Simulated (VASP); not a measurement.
# Cs2AgBiBr6 (Fm-3m) in VASP: notebook, part 2 of 2

VASP 6.6.1. The steps go on from the part before.

## Step 3: Single point, LDA

The input, INCAR:

```
PREC = Accurate
ENCUT = 520
EDIFF = 1E-6
ISMEAR = -1
SIGMA = 0.05
LREAL = False
LASPH = True
NELM = 80
ALGO = Normal
ISIF = 2
LWAVE = False
LCHARG = True
GGA = CA
LELF = True
LVHAR = True
NBANDS = 54
```

The input, KPOINTS:

```
Automatic mesh
0
Gamma
  4 4 4
```

The input, POSCAR:

```
Cs2AgBiBr6
1.0
    0.0000000000      5.6161000000      5.6161000000
    5.6161000000      0.0000000000      5.6161000000
    5.6161000000      5.6161000000      0.0000000000
Bi Cs Ag Br
1 2 1 6
Direct
    0.0000000000      0.0000000000      0.0000000000
    0.7500000000      0.7500000000      0.7500000000
    0.2500000000      0.2500000000      0.2500000000
    0.5000000000      0.5000000000      0.5000000000
    0.7494500000      0.7494500000      0.2505500000
    0.2505500000      0.2505500000      0.7494500000
    0.7494500000      0.2505500000      0.2505500000
    0.7494500000      0.2505500000      0.7494500000
    0.2505500000      0.7494500000      0.7494500000
    0.2505500000      0.7494500000      0.2505500000
```

Potentials or basis: VASP PAW LDA potentials, release 64 (Bi_d, Cs_sv, Ag, Br).

Command:

```
cat potpaw_LDA.64/Bi_d/POTCAR potpaw_LDA.64/Cs_sv/POTCAR potpaw_LDA.64/Ag/POTCAR potpaw_LDA.64/Br/POTCAR > POTCAR
mpirun -np 1 vasp_std > vasp.out
```

OUTCAR:

```text
PREC = Accurate
   ENCUT = 520
   EDIFF = 1E-6
   ISMEAR = -1
   LREAL = False
   LASPH = True
   NELM = 80
   ISIF = 2
   GGA = CA

 ion  position               nearest neighbor table
   1  0.000  0.000  0.000-   5 2.81   6 2.81   7 2.81   8 2.81   9 2.81  10 2.81
   2  0.750  0.750  0.750-
   3  0.250  0.250  0.250-
   4  0.500  0.500  0.500-   5 2.80   6 2.80   7 2.80   8 2.80   9 2.80  10 2.80
   5  0.749  0.749  0.251-   4 2.80   1 2.81
   6  0.251  0.251  0.749-   4 2.80   1 2.81
   7  0.749  0.251  0.251-   4 2.80   1 2.81
   8  0.749  0.251  0.749-   4 2.80   1 2.81
[... 655 lines left out ...]
  external PRESSURE =     -13.9935116 kB  Pullay stress =       0.0000000 kB

 VOLUME and BASIS-vectors are now :
 -----------------------------------------------------------------------------
  energy-cutoff  :      520.00
  volume of cell :      354.27
      direct lattice vectors                 reciprocal lattice vectors
     0.000000000  5.616100000  5.616100000    -0.089029754  0.089029754  0.089029754
     5.616100000  0.000000000  5.616100000     0.089029754 -0.089029754  0.089029754
     5.616100000  5.616100000  0.000000000     0.089029754  0.089029754 -0.089029754

 POSITION                                       TOTAL-FORCE (eV/Angst)
 -----------------------------------------------------------------------------------
      0.00000      0.00000      0.00000         0.000000      0.000000     -0.000000
      8.42415      8.42415      8.42415         0.000000      0.000000     -0.000000
      2.80805      2.80805      2.80805         0.000000      0.000000     -0.000000
      5.61610      5.61610      5.61610         0.000000      0.000000     -0.000000
      5.61610      5.61610      8.41797         0.000000      0.000000     -0.340345
      5.61610      5.61610      2.81423         0.000000      0.000000      0.340345
      2.81423      5.61610      5.61610         0.340345      0.000000     -0.000000
      5.61610      8.41797      5.61610         0.000000     -0.340345     -0.000000
      8.41797      5.61610      5.61610        -0.340345      0.000000     -0.000000
      5.61610      2.81423      5.61610         0.000000      0.340345     -0.000000
 -----------------------------------------------------------------------------------
    total drift:                                0.000000      0.000000     -0.000000

  FREE ENERGIE OF THE ION-ELECTRON SYSTEM (eV)
  ---------------------------------------------------
  free  energy   TOTEN  =       -34.1716184400 eV

  energy  without entropy=      -34.1716162031  energy(sigma->0) =      -34.17161732
```

OSZICAR:

```text
N       E                     dE             d eps       ncg     rms          rms(c)
DAV:   1     0.693042188343E+03    0.69304E+03   -0.36853E+04   864   0.140E+03
DAV:   2     0.416296482008E+02   -0.65141E+03   -0.63016E+03  1034   0.298E+02
DAV:   3    -0.329344277992E+02   -0.74564E+02   -0.74125E+02  1024   0.117E+02
DAV:   4    -0.353601042429E+02   -0.24257E+01   -0.24176E+01  1034   0.254E+01
DAV:   5    -0.354442687920E+02   -0.84165E-01   -0.84127E-01  1232   0.432E+00    0.819E+00
DAV:   6    -0.342740831807E+02    0.11702E+01   -0.20801E+00  1122   0.914E+00    0.553E+00
DAV:   7    -0.341858818437E+02    0.88201E-01   -0.10677E+00  1096   0.375E+00    0.240E+00
DAV:   8    -0.341727293215E+02    0.13153E-01   -0.95314E-02  1026   0.143E+00    0.633E-01
DAV:   9    -0.341715053741E+02    0.12239E-02   -0.72811E-03  1040   0.432E-01    0.109E-01
DAV:  10    -0.341715815417E+02   -0.76168E-04   -0.83306E-04  1088   0.115E-01    0.738E-02
DAV:  11    -0.341716169851E+02   -0.35443E-04   -0.11511E-04  1008   0.438E-02    0.129E-02
DAV:  12    -0.341716181192E+02   -0.11340E-05   -0.11434E-05  1050   0.158E-02    0.677E-03
DAV:  13    -0.341716184400E+02   -0.32081E-06   -0.43335E-06  1016   0.691E-03
   1 F= -.34171618E+02 E0= -.34171617E+02  d E =-.223684E-05
```

Run time: 1.9 min. Hardware: 1 thread of Intel Xeon Platinum 8488C (Sapphire Rapids), shared host; peak memory 0.47 GiB.

What came out:

- Free energy: -34.1716 eV
- Pressure: -1.4 GPa
- Largest force: 0.340 eV/Å
- Band gap on the k mesh: 1.11 eV (least direct gap 2.34 eV)

Forces on the atoms (eV/Å):
```
Bi   0.000  0.000  0.000
Cs   0.000  0.000  0.000
Cs   0.000  0.000  0.000
Ag   0.000  0.000  0.000
Br   0.000  0.000 -0.340
Br   0.000  0.000  0.340
Br   0.340  0.000  0.000
Br   0.000 -0.340  0.000
Br  -0.340  0.000  0.000
Br   0.000  0.340  0.000
```

Caveat: spin-orbit coupling is left out, which moves the levels of the heavy elements. A k mesh can miss the band edges.
